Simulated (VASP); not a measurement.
# Ge4H in VASP: a series of runs, part 2 of 2

VASP 6.6.1.

### Step 5. Single point, PBE+D3(BJ)

INCAR

```
SYSTEM = Ge4H
PREC     = Accurate       ! precision mode
ENCUT    = 520            ! plane-wave cutoff, eV
EDIFF    = 1E-7           ! SCF threshold, eV
ISMEAR   = 0              ! smearing method
SIGMA    = 0.1            ! smearing width, eV
LREAL    = .FALSE.        ! projectors in reciprocal space
LASPH    = .TRUE.         ! aspherical terms in the spheres
NELM     = 80             ! most SCF steps
ALGO     = Normal         ! electronic algorithm
ISIF     = 2              ! what is computed and relaxed
LWAVE    = .FALSE.        ! write WAVECAR
LCHARG   = .TRUE.         ! write CHGCAR
LDIPOL   = .TRUE.       
IDIPOL   = 3            
DIPOL    = 0.5 0.5 0.328
GGA      = PE             ! functional
IVDW     = 12             ! dispersion correction
LELF     = .TRUE.         ! ELF
LVHAR    = .TRUE.       
LVACPOTAV= .TRUE.       
NBANDS   = 36             ! bands
```

KPOINTS

```
Automatic mesh
0
G
  7 7 1
  0 0 0
```

POSCAR

```
Ge4H
1.0
    4.0303587907      0.0000000000      0.0000000000
    0.0000000000      4.0303587907      0.0000000000
    0.0000000000      0.0000000000     21.6416627718
Ge H
4 1
Direct
    0.0000000000      0.5000000000      0.1848286817
    0.0000000000      0.0000000000      0.2506714513
    0.5000000000      0.0000000000      0.3196569899
    0.5000000000      0.5000000000      0.3854446333
    0.5000000000      0.5000000000      0.5009625594
```

Potentials or basis: VASP PAW PBE potentials, release 64 (Ge_d, H).

Run with:

```
$ cat potpaw_PBE.64/Ge_d/POTCAR potpaw_PBE.64/H/POTCAR > POTCAR
$ mpirun -np 1 vasp_std > vasp.out
```

OUTCAR:

```text
SYSTEM = Ge4H
   PREC = Accurate
   ENCUT = 520
   EDIFF = 1E-7
   ISMEAR = 0
   LREAL = .FALSE.
   LASPH = .TRUE.
   NELM = 80
   ISIF = 2
   GGA = PE
   IVDW = 12
 IVDW          = 12

 ion  position               nearest neighbor table
   1  0.000  0.500  0.185-   2 2.47   2 2.47
   2  0.000  0.000  0.251-   1 2.47   1 2.47   3 2.51   3 2.51
   3  0.500  0.000  0.320-   4 2.47   4 2.47   2 2.51   2 2.51
   4  0.500  0.500  0.385-   3 2.47   3 2.47
   5  0.500  0.500  0.501-

  LATTYP: Found a simple tetragonal cell.
 ALAT       =     4.0303587907
 C/A-ratio  =     5.3696615849

  Lattice vectors:

 A1 = (   4.0303587907,   0.0000000000,   0.0000000000)
 A2 = (   0.0000000000,   4.0303587907,   0.0000000000)
 A3 = (   0.0000000000,   0.0000000000,  21.6416627718)

Analysis of symmetry for initial positions (statically):
=====================================================================
 Subroutine PRICEL returns:
 Original cell was already a primitive cell.

 Routine SETGRP: Setting up the symmetry group for a
 simple tetragonal supercell.

 Subroutine GETGRP returns: Found  4 space group operations
 (whereof  4 operations were pure point group operations)
 out of a pool of 16 trial point group operations.

The static configuration has the point symmetry C_2v.

Analysis of symmetry for dynamics (positions and initial velocities):
=====================================================================
 Subroutine PRICEL returns:
 Original cell was already a primitive cell.

 Routine SETGRP: Setting up the symmetry group for a
 simple tetragonal supercell.

 Subroutine GETGRP returns: Found  4 space group operations
 (whereof  4 operations were pure point group operations)
 out of a pool of 16 trial point group operations.

The dynamic configuration has the point symmetry C_2v.

 Subroutine INISYM returns: Found  4 space group operations
 (whereof  4 operations are pure point group operations),
 and found     1 'primitive' translations

----------------------------------------------------------------------------------------

                                     Primitive cell

  volume of cell :     351.5427

  direct lattice vectors                    reciprocal lattice vectors
     4.030358791  0.000000000  0.000000000     0.248116868  0.000000000  0.000000000
     0.000000000  4.030358791  0.000000000     0.000000000  0.248116868  0.000000000
     0.000000000  0.000000000 21.641662772     0.000000000  0.000000000  0.046207170

  length of vectors
     4.030358791  4.030358791 21.641662772     0.248116868  0.248116868  0.046207170

  position of ions in fractional coordinates (direct lattice)
     0.000000000  0.500000000  0.184828682
     0.000000000  0.000000000  0.250671451
     0.500000000  0.000000000  0.319656990
     0.500000000  0.500000000  0.385444633
     0.500000000  0.500000000  0.500962559

  ion indices of the primitive-cell ions
   primitive index   ion index
                 1           1
                 2           2
                 3           3
                 4           4
                 5           5

[... 33 lines left out ...]
  0.428571  0.000000  0.000000      2.000000
[... 8 lines left out ...]
 -0.285714  0.428571  0.000000      4.000000
  0.428571  0.428571  0.000000      4.000000
   k-points           NKPTS =     16   k-points in BZ     NKDIM =     16   number of bands    NBANDS=     36
   number of dos      NEDOS =    301   number of ions     NIONS =      5
   total plane-waves  NPLWV = 145800
   dimension x,y,z NGX =    30 NGY =   30 NGZ =  162
   dimension x,y,z NGXF=    60 NGYF=   60 NGZF=  324
   ions per type =               4   1
   NGX,Y,Z   is equivalent  to a cutoff of  12.37, 12.37, 12.44 a.u.
   NGXF,Y,Z  is equivalent  to a cutoff of  24.75, 24.75, 24.89 a.u.
 SYSTEM =  Ge4H
   PREC   = accura    normal or accurate (medium, high low for compatibility)
   ISTART =      0    job   : 0-new  1-cont  2-samecut
   ICHARG =      2    charge: 1-file 2-atom 10-const
   ISPIN  =      1    spin polarized calculation?
   LNONCOLLINEAR =      F non collinear calculations
   LSORBIT =      F    spin-orbit coupling
   LASPH  =      T    aspherical Exc in radial PAW
   ENCUT  =  520.0 eV  38.22 Ry    6.18 a.u.   7.49  7.49 40.24*2*pi/ulx,y,z
   NELM   =     80;   NELMIN=  2; NELMDL= -5     # of ELM steps
   EDIFF  = 0.1E-06   stopping-criterion for ELM
   LREAL  =      F    real-space projection
   EDIFFG = 0.1E-05   stopping-criterion for IOM
   NSW    =      0    number of steps for IOM
   IBRION =     -1    ionic relax: 0-MD 1-quasi-New 2-CG
   NFREE  =      0    steps in history (QN), initial steepest desc. (CG)
   ISIF   =      2    stress and relaxation
   ISYM   =      2    0-nonsym 1-usesym 2-fastsym
   POTIM  = 0.5000    time-step for ionic-motion
   TEBEG  =    0.0;   TEEND  =   0.0 temperature during run
   PSTRESS=    0.0 pullay stress
   NELECT =      57.0000    total number of electrons
   NUPDOWN=      -1.0000    fix difference up-down
   EMIN   =  10.00;   EMAX   =-10.00  energy-range for DOS
   EFERMI =   0.00;   METHOD = LEGACY
   ISMEAR =     0;   SIGMA  =   0.10  broadening in eV -4-tet -1-fermi 0-gaus
   EFERMI_NEDOS =   21; number of points for ismear=-14 and -15
   IALGO  =     38    algorithm
   IMIX   =      4    mixing-type and parameters
     AMIX     =   0.40;   BMIX     =  1.00
     AMIX_MAG =   1.60;   BMIX_MAG =  1.00
  volume/ion in A,a.u.               =      70.31       474.47
  Fermi-wavevector in a.u.,A,eV,Ry     =   0.892703  1.686964 10.842742  0.796919
  Thomas-Fermi vector in A             =   2.014686
   LORBIT       =      0    0 simple, 1 ext, 2 COOP (PROOUT), +10 PAW based schemes
   GGA     = PE    functional components
   LHFCALC =     F    Hartree Fock is set to
   AEXX    =    0.0000 exact exchange contribution
   IVDW    =    12    specifies the selected vdW correction
   LEPSILON=     F    determine dielectric tensor
   LRPA    =     F    only Hartree local field effects (RPA)
 non-spin polarized calculation
 Gauss-broadening in eV      SIGMA  =   0.10
  energy-cutoff  :      520.00
  volume of cell :      351.54
 maximum number of plane-waves:      9517
 NGX is ok and might be reduce to    30
   NGX = 15   NGY = 15   NGZ = 81

 dipolmoment           0.000000      0.000000     -0.035248 electrons x Angstroem

 number of electron      56.9999904 magnetization

 dipolmoment           0.000000      0.000000      0.072460 electrons x Angstroem

 Free energy of the ion-electron system (eV)
  ---------------------------------------------------
  ext. energy  EPLUGINS =         0.00000000
  ---------------------------------------------------
  free energy    TOTEN  =       -17.09706439 eV

  energy without entropy =      -17.09279241  energy(sigma->0) =      -17.09492840

 E-fermi :  -2.7088     XC(G=0):  -3.7118

 val. band max:       -2.8471637386   @ k =   0.4286   0.4286   0.0000
 cond. band min:      -2.6313413579   @ k =   0.2857   0.1429   0.0000
 fundamental gap:      0.2158223807
 Fermi energy:        -2.7088328784

 k-point     1 :       0.0000    0.0000    0.0000
  band No.  band energies     occupation
      1     -27.4431      2.00000
      2     -27.4066      2.00000
      3     -27.3845      2.00000
      4     -27.3773      2.00000
      5     -27.3196      2.00000
      6     -27.1501      2.00000
[... 613 lines left out ...]
     35       2.4412      0.00000
     36       3.3484      0.00000

------------------------ aborting loop because EDIFF is reached ----------------------------------------

 vacuum level on the upper side and lower side of the slab       (xc-potential included)         0.272        -0.432

 Edisp (eV)   -0.89617

 E8    (eV) :    -0.4116

  FORCE on cell =-STRESS in cart. coord.  units (eV):
  Direction    XX          YY          ZZ          XY          YZ          ZX
  --------------------------------------------------------------------------------------
  -------------------------------------------------------------------------------------
  Total      -3.28279     0.65722    -4.95422     0.00000     0.00000     0.00000
  in kB     -14.96154     2.99533   -22.57914     0.00000     0.00000     0.00000
  external pressure =      -11.52 kB  Pullay stress =        0.00 kB

 VOLUME and BASIS-vectors are now :
 -----------------------------------------------------------------------------
  energy-cutoff  :      520.00
  volume of cell :      351.54
      direct lattice vectors                 reciprocal lattice vectors
     4.030358791  0.000000000  0.000000000     0.248116868  0.000000000  0.000000000
     0.000000000  4.030358791  0.000000000     0.000000000  0.248116868  0.000000000
     0.000000000  0.000000000 21.641662772     0.000000000  0.000000000  0.046207170

 POSITION                                       TOTAL-FORCE (eV/Angst)
 -----------------------------------------------------------------------------------
      0.00000      2.01518      4.00000         0.000000      0.000000     -0.262975
      0.00000      0.00000      5.42495         0.000000      0.000000      0.240319
      2.01518      0.00000      6.91791         0.000000      0.000000      0.321873
      2.01518      2.01518      8.34166         0.000000      0.000000      1.658157
      2.01518      2.01518     10.84166         0.000000      0.000000     -1.957374
 -----------------------------------------------------------------------------------
    total drift:                                0.000000      0.000000     -0.001685

  FREE ENERGIE OF THE ION-ELECTRON SYSTEM (eV)
  ---------------------------------------------------
  free  energy   TOTEN  =       -17.9932318978 eV

  energy  without entropy=      -17.9889599230  energy(sigma->0) =      -17.99109591

 vacuum level on the upper side and lower side of the slab         3.069         2.262
```

Wall time 7.9 min (1 thread of Intel Xeon Platinum 8559C (Emerald Rapids), shared host); peak memory 0.46 GiB.

Results:

* Free energy: -17.9932 eV
* Largest force: 1.957 eV/Å
* Band gap on the k mesh: zero (an odd number of electrons rules out a gap without spin polarisation)
* Dispersion energy per atom: -0.179 eV
* Work function of the upper face: 5.78 eV
* Work function of the lower face: 4.97 eV

Forces on the atoms (eV/Å):
```
Ge   0.000  0.000 -0.263
Ge   0.000  0.000  0.240
Ge   0.000  0.000  0.322
Ge   0.000  0.000  1.658
H    0.000  0.000 -1.957
```

Levels at points of the mesh, in eV from the Fermi level:
| k point | band 26 | band 27 | band 28 | band 29 | band 30 | band 31 |
| --- | --- | --- | --- | --- | --- | --- |
| (0.00, 0.00, 0.00) | -1.62 | -1.04 | -0.44 | 1.13 | 1.21 | 1.79 |

Caveat: an odd number of electrons without spin polarisation forces a metal; a magnetic or distorted state may lie lower.

### Step 6. Summary

| cell | gap on the mesh (eV) | largest force (eV/Å) |
| --- | --- | --- |
| as given, atomic positions A | none | 1.96 |
| as given, atomic positions B | none | 0.86 |
| as given, atomic positions C | none | 1.10 |

Alike in all rows: task single point; level PBE+D3(BJ); potentials or basis VASP PAW PBE potentials, release 64 (Ge_d, H); no spin polarisation; k mesh 7 × 7 × 1; cutoff (eV) 520; smearing gaussian 0.1 eV.

Caveats: an odd number of electrons without spin polarisation forces a metal; a magnetic or distorted state may lie lower.

Total energies depend on the potentials used, so only differences within one code and one set of settings carry meaning.

The gap in the log of VASP goes by the Fermi energy; the results here count the filled bands.